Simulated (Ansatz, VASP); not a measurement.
## YF4: VASP beside Ansatz

```
Y F
1.0
     0.00000    4.57196    4.57196
     4.57196    0.00000    4.57196
     4.57196    4.57196    0.00000
Y F
1 4
Direct
  0.25000 0.25000 0.25000
  0.38016 0.85951 0.38016
  0.38016 0.38016 0.38016
  0.85951 0.38016 0.38016
  0.38016 0.38016 0.85951
```

Alike in both runs: functional PBE; k mesh 8 × 8 × 8; occupations gaussian, width 0.1 eV; no spin polarisation.

Ansatz relaxed the structure, and its values are those at the end. VASP's run is a single point on that final structure, the one shown.

|  | VASP | Ansatz |
| --- | --- | --- |
| version | VASP 6.6.1 | Ansatz 0.2.0 |
| potentials or method | VASP PAW PBE potentials, release 64 (Y_sv, F), cutoff 600 eV | scalar-relativistic, plane waves, PAW |
| valence electrons in the cell | 39 | 39 |

Ansatz gave:

| Property | Result |
| --- | --- |
| pressure (GPa) | 0.0 |
| rms of the force components (eV/Å) | 0.000 |

Task: Estimate VASP's values.

Result: Pressure (GPa): 0.0; rms of the force components (eV/Å): 0.020.
